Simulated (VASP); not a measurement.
# MgO (Periclase) (Fm-3m) in VASP: further runs

Aim: see how the results for MgO (Periclase) move with the level of theory and the settings. Levels: HSE06, PBE0, r2SCAN0. Tasks: single point.

Everything below comes from runs of VASP 6.6.1. Logs are shortened: lines on timing, memory, paths and dates and some standing lists are left out, and cuts for length are marked.

**What was measured.**

“Electronic structure of alkaline earth and post-transition metal oxides”, 2009, arxiv:0908.1581 quotes, for a bulk crystal of MgO: band gap 7.83 eV.

How close the calculation comes is told below.

## Step 1: The cell of the first run

It takes space group Fm-3m (No. 225, cubic). Conventional cell: a = 4.204 Å, b = 4.204 Å, c = 4.204 Å, α = 90.00°, β = 90.00°, γ = 90.00°. Within 2.8 Å of Mg (site symmetry m-3m) lie 6 O at 2.10 Å. Within 2.8 Å of O (site symmetry m-3m) lie 6 Mg at 2.10 Å.

## Step 2: Single point, HSE06

File POSCAR:

```
MgO
1.0
    0.0000000000      2.1021680189      2.1021680189
    2.1021680189      0.0000000000      2.1021680189
    2.1021680189      2.1021680189      0.0000000000
Mg O
1 1
Direct
    0.0000000000      0.0000000000      0.0000000000
    0.5000000000      0.5000000000      0.5000000000
```

File INCAR.step1:

```
SYSTEM = MgO
PREC = Accurate
ENCUT = 520
EDIFF = 1E-5
ISMEAR = 0
SIGMA = 0.01
LREAL = .False.
LASPH = .True.
NELM = 100
ALGO = Normal
ISIF = 2
LWAVE = .True.
LCHARG = .False.
NBANDS = 11
GGA = PE
```

File INCAR.step2:

```
SYSTEM = MgO
PREC = Accurate
ENCUT = 520
EDIFF = 1E-6
ISMEAR = 0
SIGMA = 0.01
LREAL = .False.
LASPH = .True.
NELM = 100
ALGO = Normal
ISIF = 2
LWAVE = .False.
LCHARG = .False.
GGA = PE
LHFCALC = .True.
HFSCREEN = 0.2079
PRECFOCK = Normal
NBANDS = 11
ISTART = 1
```

File KPOINTS:

```
Automatic mesh
0
Gamma
  8 8 8
  0 0 0
```

Potentials or basis: VASP PAW PBE potentials, release 64 (Mg, O).

The run is started by

```console
$ cat potpaw_PBE.64/Mg/POTCAR potpaw_PBE.64/O/POTCAR > POTCAR
$ cp INCAR.step1 INCAR
$ mpirun -np 1 vasp_std > vasp.out
$ cp INCAR.step2 INCAR
$ mpirun -np 1 vasp_std > vasp.out
```

OUTCAR:

```text
SYSTEM = MgO
   PREC = Accurate
   ENCUT = 520
   EDIFF = 1E-6
   ISMEAR = 0
   LREAL = .False.
   LASPH = .True.
   NELM = 100
   ISIF = 2
   GGA = PE
   LHFCALC = .True.
   HFSCREEN = 0.2079
   PRECFOCK = Normal
   ISTART = 1

 ion  position               nearest neighbor table
   1  0.000  0.000  0.000-   2 2.10   2 2.10   2 2.10   2 2.10   2 2.10   2 2.10
   2  0.500  0.500  0.500-   1 2.10   1 2.10   1 2.10   1 2.10   1 2.10   1 2.10

  LATTYP: Found a face centered cubic cell.
 ALAT       =     4.2043360378

  Lattice vectors:

 A1 = (   0.0000000000,   2.1021680189,   2.1021680189)
 A2 = (   2.1021680189,   0.0000000000,   2.1021680189)
 A3 = (   2.1021680189,   2.1021680189,   0.0000000000)

Analysis of symmetry for initial positions (statically):
=====================================================================
 Subroutine PRICEL returns:
 Original cell was already a primitive cell.

 Routine SETGRP: Setting up the symmetry group for a
 face centered cubic supercell.

 Subroutine GETGRP returns: Found 48 space group operations
 (whereof 48 operations were pure point group operations)
 out of a pool of 48 trial point group operations.

The static configuration has the point symmetry O_h .

Analysis of symmetry for dynamics (positions and initial velocities):
=====================================================================
 Subroutine PRICEL returns:
 Original cell was already a primitive cell.

 Routine SETGRP: Setting up the symmetry group for a
 face centered cubic supercell.

 Subroutine GETGRP returns: Found 48 space group operations
 (whereof 48 operations were pure point group operations)
 out of a pool of 48 trial point group operations.

The dynamic configuration has the point symmetry O_h .

 Subroutine INISYM returns: Found 48 space group operations
 (whereof 48 operations are pure point group operations),
 and found     1 'primitive' translations

----------------------------------------------------------------------------------------

                                     Primitive cell

  volume of cell :      18.5794

  direct lattice vectors                    reciprocal lattice vectors
     0.000000000  2.102168019  2.102168019    -0.237849684  0.237849684  0.237849684
     2.102168019  0.000000000  2.102168019     0.237849684 -0.237849684  0.237849684
     2.102168019  2.102168019  0.000000000     0.237849684  0.237849684 -0.237849684

  length of vectors
     2.972914523  2.972914523  2.972914523     0.411967738  0.411967738  0.411967738

  position of ions in fractional coordinates (direct lattice)
     0.000000000  0.000000000  0.000000000
     0.500000000  0.500000000  0.500000000
[... 92 lines left out ...]
   ISMEAR =     0;   SIGMA  =   0.01  broadening in eV -4-tet -1-fermi 0-gaus
   EFERMI_NEDOS =   21; number of points for ismear=-14 and -15
   IALGO  =     38    algorithm
   IMIX   =      1    mixing-type and parameters
     AMIX     =   0.40;   BMIX     =  1.00
     AMIX_MAG =   1.60;   BMIX_MAG =  1.00
  volume/ion in A,a.u.               =       9.29        62.69
  Fermi-wavevector in a.u.,A,eV,Ry     =   1.236215  2.336108 20.792804  1.528228
  Thomas-Fermi vector in A             =   2.370833
   LORBIT       =      0    0 simple, 1 ext, 2 COOP (PROOUT), +10 PAW based schemes
   GGA     = PE    functional components
   LHFCALC =     T    Hartree Fock is set to
   PRECFOCK=normal    Normal, Fast or Accurate (Low or Medium for compatibility)
   ENCUT4O =  -1.0   cutoff for four orbital integrals eV
   NKREDX  =     1    reduce k-point grid by
   NKREDY  =     1    reduce k-point grid by
   NKREDZ  =     1    reduce k-point grid by
   AEXX    =    0.2500 exact exchange contribution
   HFSCREEN=    0.2079 screening length (either q_TF or 0.3 A-1)
   HFSCREENC=   0.2079 screening length for correlation (either q_TF or 0.3 A-1)
   ENCUTFOCK=  -1.0 apply spherical cutoff to Coloumb kernel
   IVDW    =     0    specifies the selected vdW correction
   LEPSILON=     F    determine dielectric tensor
   LRPA    =     F    only Hartree local field effects (RPA)
 non-spin polarized calculation
 Gauss-broadening in eV      SIGMA  =   0.01
  energy-cutoff  :      520.00
  volume of cell :       18.58
 maximum number of plane-waves:       531
 NGX is ok and might be reduce to    24
  NGX = 18; NGY = 18; NGZ = 18

 number of electron       8.0000004 magnetization

 Free energy of the ion-electron system (eV)
  ---------------------------------------------------
  ext. energy  EPLUGINS =         0.00000000
  ---------------------------------------------------
  free energy    TOTEN  =       -14.21023072 eV

  energy without entropy =      -14.21023072  energy(sigma->0) =      -14.21023072

 E-fermi :   2.0605     XC(G=0):  -9.1175

 val. band max:        1.9803146641   @ k =   0.0000   0.0000   0.0000
 cond. band min:       8.4761437561   @ k =   0.0000   0.0000   0.0000
 fundamental gap:      6.4958290920
 Fermi energy:         2.0604965689

 k-point     1 :       0.0000    0.0000    0.0000
  band No.  band energies     occupation
      1     -16.8722      2.00000
      2       1.9803      2.00000
      3       1.9803      2.00000
      4       1.9803      2.00000
      5       8.4761      0.00000
      6      19.7648      0.00000
      7      19.7648      0.00000
      8      19.7648      0.00000
      9      23.7081      0.00000
     10      25.6478      0.00000
     11      25.6478      0.00000
[... 309 lines left out ...]
 k-point    24 :      -0.3750    0.2500    0.1250
  band No.  band energies     occupation
      1     -15.3506      2.00000
      2      -2.3145      2.00000
      3      -0.1008      2.00000
      4       0.9021      2.00000
      5      13.5720      0.00000
      6      16.3836      0.00000
      7      17.5274      0.00000
      8      21.0831      0.00000
      9      24.7260      0.00000
     10      26.4089      0.00000
     11      30.4571      0.00000

 [... further k-points ...]
[... 5 lines left out ...]
  --------------------------------------------------------------------------------------
  -------------------------------------------------------------------------------------
  Total       -0.0749444     -0.0749444     -0.0749444      0.0000000     -0.0000000      0.0000000
  in kB       -6.4627496     -6.4627496     -6.4627496      0.0000000     -0.0000000      0.0000000
  external PRESSURE =      -6.4627496 kB  Pullay stress =       0.0000000 kB

 VOLUME and BASIS-vectors are now :
 -----------------------------------------------------------------------------
  energy-cutoff  :      520.00
  volume of cell :       18.58
      direct lattice vectors                 reciprocal lattice vectors
     0.000000000  2.102168019  2.102168019    -0.237849684  0.237849684  0.237849684
     2.102168019  0.000000000  2.102168019     0.237849684 -0.237849684  0.237849684
     2.102168019  2.102168019  0.000000000     0.237849684  0.237849684 -0.237849684

 POSITION                                       TOTAL-FORCE (eV/Angst)
 -----------------------------------------------------------------------------------
      0.00000      0.00000      0.00000        -0.000000      0.000000      0.000000
      2.10217      2.10217      2.10217         0.000000     -0.000000     -0.000000
 -----------------------------------------------------------------------------------
    total drift:                               -0.000182     -0.000240     -0.000242

  FREE ENERGIE OF THE ION-ELECTRON SYSTEM (eV)
  ---------------------------------------------------
  free  energy   TOTEN  =       -14.2102307169 eV

  energy  without entropy=      -14.2102307169  energy(sigma->0) =      -14.21023072
```

OSZICAR.step1:

```text
N       E                     dE             d eps       ncg     rms          rms(c)
DAV:   1     0.135338911683E+02    0.13534E+02   -0.46257E+03   734   0.648E+02
DAV:   2    -0.128738817497E+02   -0.26408E+02   -0.26004E+02   749   0.135E+02
DAV:   3    -0.134625725488E+02   -0.58869E+00   -0.58820E+00   758   0.175E+01
DAV:   4    -0.134639902827E+02   -0.14177E-02   -0.14177E-02   698   0.982E-01
DAV:   5    -0.134639947588E+02   -0.44760E-05   -0.44760E-05   743   0.535E-02    0.722E+00
DAV:   6    -0.119195402555E+02    0.15445E+01   -0.87430E+00   665   0.163E+01    0.221E+00
DAV:   7    -0.119080603601E+02    0.11480E-01   -0.51865E-02   695   0.207E+00    0.134E+00
DAV:   8    -0.119028967760E+02    0.51636E-02   -0.26969E-02   671   0.185E+00    0.230E-01
DAV:   9    -0.119025529718E+02    0.34380E-03   -0.52517E-04   725   0.160E-01    0.129E-01
DAV:  10    -0.119025530703E+02   -0.98572E-07   -0.45395E-04   701   0.158E-01    0.845E-03
DAV:  11    -0.119025548850E+02   -0.18147E-05   -0.22363E-06   382   0.129E-02
   1 F= -.11902555E+02 E0= -.11902555E+02  d E =-.779413E-20
```

Run time: 21 min. Hardware: 1 thread of Intel Xeon 6975P-C (Granite Rapids), shared host; peak memory 0.26 GiB.

Results:

```yaml
Free_energy: -14.2102 eV
Pressure: -0.6 GPa
Band_gap_on_the_k_mesh: 6.50 eV, direct
```

Caveat: the PAW data sets were made with another functional, which shifts forces and pressure a little.

## Step 3: Single point, PBE0

POSCAR is that of step 2.

File INCAR.step1:

```
SYSTEM = MgO
ALGO = Normal
EDIFF = 1E-5
ENCUT = 520
GGA = PE
ISIF = 2
ISMEAR = 0
LASPH = .True.
LCHARG = .False.
LREAL = .False.
LWAVE = .True.
NBANDS = 11
NELM = 60
PREC = Accurate
SIGMA = 0.01
```

File INCAR.step2:

```
SYSTEM = MgO
AEXX = 0.25
ALGO = Normal
EDIFF = 1E-6
ENCUT = 520
GGA = PE
ISIF = 2
ISMEAR = 0
ISTART = 1
LASPH = .True.
LCHARG = .False.
LHFCALC = .True.
LREAL = .False.
LWAVE = .False.
NBANDS = 11
NELM = 60
PREC = Accurate
PRECFOCK = Normal
SIGMA = 0.01
```

File KPOINTS:

```
k-points
0
Gamma
  8 8 8
  0 0 0
```

Potentials or basis: VASP PAW PBE potentials, release 64 (Mg, O).

The run is started by

```console
$ cat potpaw_PBE.64/Mg/POTCAR potpaw_PBE.64/O/POTCAR > POTCAR
$ cp INCAR.step1 INCAR
$ mpirun -np 1 vasp_std > vasp.out
$ cp INCAR.step2 INCAR
$ mpirun -np 1 vasp_std > vasp.out
```

OUTCAR:

```text
SYSTEM = MgO
   AEXX = 0.25
   EDIFF = 1E-6
   ENCUT = 520
   GGA = PE
   ISIF = 2
   ISMEAR = 0
   ISTART = 1
   LASPH = .True.
   LHFCALC = .True.
   LREAL = .False.
   NELM = 60
   PREC = Accurate
   PRECFOCK = Normal

 ion  position               nearest neighbor table
   1  0.000  0.000  0.000-   2 2.10   2 2.10   2 2.10   2 2.10   2 2.10   2 2.10
   2  0.500  0.500  0.500-   1 2.10   1 2.10   1 2.10   1 2.10   1 2.10   1 2.10

  LATTYP: Found a face centered cubic cell.
 ALAT       =     4.2043360378

  Lattice vectors:

 A1 = (   0.0000000000,   2.1021680189,   2.1021680189)
 A2 = (   2.1021680189,   0.0000000000,   2.1021680189)
[... 525 lines left out ...]
     10      26.8044      0.00000
     11      30.8509      0.00000

 [... further k-points ...]
[... 5 lines left out ...]
  --------------------------------------------------------------------------------------
  -------------------------------------------------------------------------------------
  Total       -0.0729870     -0.0729870     -0.0729870      0.0000000     -0.0000000     -0.0000000
  in kB       -6.2939610     -6.2939610     -6.2939610      0.0000000     -0.0000000     -0.0000000
  external PRESSURE =      -6.2939610 kB  Pullay stress =       0.0000000 kB

 VOLUME and BASIS-vectors are now :
 -----------------------------------------------------------------------------
  energy-cutoff  :      520.00
  volume of cell :       18.58
      direct lattice vectors                 reciprocal lattice vectors
     0.000000000  2.102168019  2.102168019    -0.237849684  0.237849684  0.237849684
     2.102168019  0.000000000  2.102168019     0.237849684 -0.237849684  0.237849684
     2.102168019  2.102168019  0.000000000     0.237849684  0.237849684 -0.237849684

 POSITION                                       TOTAL-FORCE (eV/Angst)
 -----------------------------------------------------------------------------------
      0.00000      0.00000      0.00000         0.000000     -0.000000     -0.000000
      2.10217      2.10217      2.10217        -0.000000      0.000000      0.000000
 -----------------------------------------------------------------------------------
    total drift:                               -0.000000     -0.000000      0.000000

  FREE ENERGIE OF THE ION-ELECTRON SYSTEM (eV)
  ---------------------------------------------------
  free  energy   TOTEN  =       -14.7875822270 eV

  energy  without entropy=      -14.7875822270  energy(sigma->0) =      -14.78758223
```

OUTCAR.step1:

```text
SYSTEM = MgO
   EDIFF = 1E-5
   ENCUT = 520
   GGA = PE
   ISIF = 2
   ISMEAR = 0
[... 559 lines left out ...]
      0.00000      0.00000      0.00000        -0.000000     -0.000000     -0.000000
      2.10217      2.10217      2.10217         0.000000      0.000000      0.000000
 -----------------------------------------------------------------------------------
    total drift:                               -0.000000     -0.000000      0.000000

  FREE ENERGIE OF THE ION-ELECTRON SYSTEM (eV)
  ---------------------------------------------------
  free  energy   TOTEN  =       -11.9025548850 eV

  energy  without entropy=      -11.9025548850  energy(sigma->0) =      -11.90255489
```

OSZICAR.step1:

```text
N       E                     dE             d eps       ncg     rms          rms(c)
DAV:   1     0.135338911683E+02    0.13534E+02   -0.46257E+03   734   0.648E+02
DAV:   2    -0.128738817497E+02   -0.26408E+02   -0.26004E+02   749   0.135E+02
DAV:   3    -0.134625725488E+02   -0.58869E+00   -0.58820E+00   758   0.175E+01
DAV:   4    -0.134639902827E+02   -0.14177E-02   -0.14177E-02   698   0.982E-01
DAV:   5    -0.134639947588E+02   -0.44760E-05   -0.44760E-05   743   0.535E-02    0.722E+00
DAV:   6    -0.119195402555E+02    0.15445E+01   -0.87430E+00   665   0.163E+01    0.221E+00
DAV:   7    -0.119080603601E+02    0.11480E-01   -0.51865E-02   695   0.207E+00    0.134E+00
DAV:   8    -0.119028967760E+02    0.51636E-02   -0.26969E-02   671   0.185E+00    0.230E-01
DAV:   9    -0.119025529718E+02    0.34380E-03   -0.52517E-04   725   0.160E-01    0.129E-01
DAV:  10    -0.119025530703E+02   -0.98572E-07   -0.45395E-04   701   0.158E-01    0.845E-03
DAV:  11    -0.119025548850E+02   -0.18147E-05   -0.22363E-06   382   0.129E-02
   1 F= -.11902555E+02 E0= -.11902555E+02  d E =-.779413E-20
```

Run time: 29 min. Hardware: 1 thread of Intel Xeon Platinum 8259CL at 2.50GHz (Skylake/Cascade Lake), shared host; peak memory 0.16 GiB.

What came out:

```
Free energy            : -14.7876 eV
Pressure               : -0.6 GPa
Band gap on the k mesh : 7.24 eV, direct
```

Levels at points of the mesh, in eV from the valence-band top:
| k point | band 1 | band 2 | band 3 | band 4 | band 5 | band 6 | band 7 | band 8 |
| --- | --- | --- | --- | --- | --- | --- | --- | --- |
| (0.00, 0.00, 0.00) | -18.88 | 0.00 | 0.00 | 0.00 | 7.24 | 18.57 | 18.57 | 18.57 |
| (0.50, 0.00, 0.00) | -17.51 | -4.99 | -0.73 | -0.73 | 10.47 | 15.72 | 19.17 | 19.17 |
| (0.50, 0.50, 0.00) | -17.23 | -4.44 | -1.49 | -1.49 | 11.62 | 12.69 | 16.20 | 22.25 |

Caveat: the PAW data sets were made with another functional, which shifts forces and pressure a little.

## Step 4: Single point, r2SCAN0

POSCAR is that of step 3.

File INCAR.step1:

```
PREC = Accurate
ENCUT = 520
EDIFF = 1E-5
ISMEAR = 0
SIGMA = 0.01
LREAL = False
LASPH = True
NELM = 100
ALGO = Normal
ISIF = 2
LWAVE = True
LCHARG = False
GGA = PE
NBANDS = 11
```

File INCAR.step2:

```
PREC = Accurate
ENCUT = 520
EDIFF = 1E-6
ISMEAR = 0
SIGMA = 0.01
LREAL = False
LASPH = True
NELM = 100
ALGO = Normal
ISIF = 2
LWAVE = False
LCHARG = False
METAGGA = R2SCAN
LHFCALC = True
AEXX = 0.25
LMIXTAU = True
PRECFOCK = Normal
ISTART = 1
NBANDS = 11
```

File KPOINTS:

```
Automatic mesh
0
Gamma
  8 8 8
```

The run is started by

```console
$ cat potpaw_PBE.64/Mg/POTCAR potpaw_PBE.64/O/POTCAR > POTCAR
$ cp INCAR.step1 INCAR
$ mpirun -np 1 vasp_std > vasp.out
$ cp INCAR.step2 INCAR
$ mpirun -np 1 vasp_std > vasp.out
```

It took 35 min on 1 thread of Intel Xeon Platinum 8259CL at 2.50GHz (Skylake/Cascade Lake), shared host; peak memory 0.17 GiB.

The run converged. Its results:

| Property | Result |
| --- | --- |
| Free energy | -17.9891 eV |
| Pressure | -4.2 GPa |
| Band gap on the k mesh | 7.84 eV, direct |

Levels at points of the mesh, in eV from the valence-band top:
| k point | band 1 | band 2 | band 3 | band 4 | band 5 | band 6 | band 7 | band 8 | band 9 |
| --- | --- | --- | --- | --- | --- | --- | --- | --- | --- |
| (0.00, 0.00, 0.00) | -19.47 | 0.00 | 0.00 | 0.00 | 7.84 | 19.26 | 19.26 | 19.26 | 23.31 |
| (0.50, 0.00, 0.00) | -18.13 | -4.97 | -0.73 | -0.73 | 11.07 | 16.50 | 19.89 | 19.89 | 24.88 |
| (0.50, 0.50, 0.00) | -17.85 | -4.44 | -1.50 | -1.50 | 12.23 | 13.41 | 16.98 | 23.15 | 23.15 |

Caveat: the PAW data sets were made with another functional, which shifts forces and pressure a little.

## Step 5: The runs side by side

| level | screening parameter | gap on the mesh (eV) | pressure (GPa) |
| --- | --- | --- | --- |
| HSE06 | 0.2079 1/Å | 6.50 | -0.6 |
| PBE0 | - | 7.24 | -0.6 |
| r2SCAN0 | - | 7.84 | -4.2 |

Alike in all rows: task single point; potentials or basis VASP PAW PBE potentials, release 64 (Mg, O); no spin polarisation; cell as given; k mesh 8 × 8 × 8; cutoff (eV) 520; smearing gaussian 0.01 eV.

On the cell as given the gap runs from 6.50 eV (HSE06) to 7.84 eV (r2SCAN0). The pressure there spans -4.2 GPa (r2SCAN0) to -0.6 GPa (PBE0); a positive pressure means that this level wants a larger cell, a negative one a smaller.

Caveats: the PAW data sets were made with another functional, which shifts forces and pressure a little.

Total energies depend on the potentials used, so only differences within one code and one set of settings carry meaning.

## Step 6: How close it comes

Step 2. Against the measured gap of MgO, 7.83 eV (quoted in “Electronic structure of alkaline earth and post-transition metal oxides”, 2009, arxiv:0908.1581), the calculated 6.50 eV is off by -1.33 eV. The value is that of HSE06, without temperature or zero-point motion.

Step 3. Measured gap of MgO: 7.83 eV (quoted in “Electronic structure of alkaline earth and post-transition metal oxides”, 2009, arxiv:0908.1581). This calculation gives 7.24 eV (-0.59 eV). The value is that of PBE0, without temperature or zero-point motion.
